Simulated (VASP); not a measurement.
Write the native input for VASP 6.6.1 that does the following.

```
Task                   : electric field gradients
Functional             : LDA
Potentials or basis    : VASP PAW LDA potentials, release 64 (Zr_sv)
Cutoff                 : 520 eV
k mesh                 : 13 × 13 × 7
Occupations            : fermi-dirac, width 0.03 eV
Spin                   : no spin polarisation
Dipole correction      : no
Further INCAR settings : ALGO = Normal; EDIFF = 1e-08; NBANDS = 19
```

The structure of Zr lies in POSCAR:

```
Zr
1.0
    3.2953868297      0.0000000000      0.0000000000
   -1.6476934148      2.8538887098      0.0000000000
    0.0000000000      0.0000000000      5.2479471970
Zr
2
Direct
    0.3333333333      0.6666666667      0.2500000000
    0.6666666667      0.3333333333      0.7500000000
```

This cell differs from its parent crystal: volume scaled by 1.06.

One way to write it, as run:

INCAR

```
PREC = Accurate
ENCUT = 520
EDIFF = 1E-8
ISMEAR = -1
SIGMA = 0.03
LREAL = F
LASPH = T
NELM = 60
ALGO = Normal
ISIF = 2
LWAVE = F
LCHARG = F
GGA = CA
LEFG = T
NBANDS = 19
```

KPOINTS

```
Automatic mesh
0
Gamma
  13 13 7
```

Potentials or basis: VASP PAW LDA potentials, release 64 (Zr_sv).

The run is started by

```sh
$ cat potpaw_LDA.64/Zr_sv/POTCAR > POTCAR
$ mpirun -np 1 vasp_std > vasp.out
```

It gave:

```json
{
  "Pressure": "-10.4 GPa",
  "Band gap on the k mesh": "zero (band 12 reaches 8.97 eV, above the bottom of band 13 at 7.92 eV)"
}
```

Caveat: without QUAD_EFG the Cq values of the log hold for a quadrupole moment of 1 mb, not for the nuclei.

Wall time 44 s on 1 thread of Intel(R) Xeon(R) Platinum 8488C (Sapphire Rapids), with other jobs on the host, peak memory 0.19 GiB.
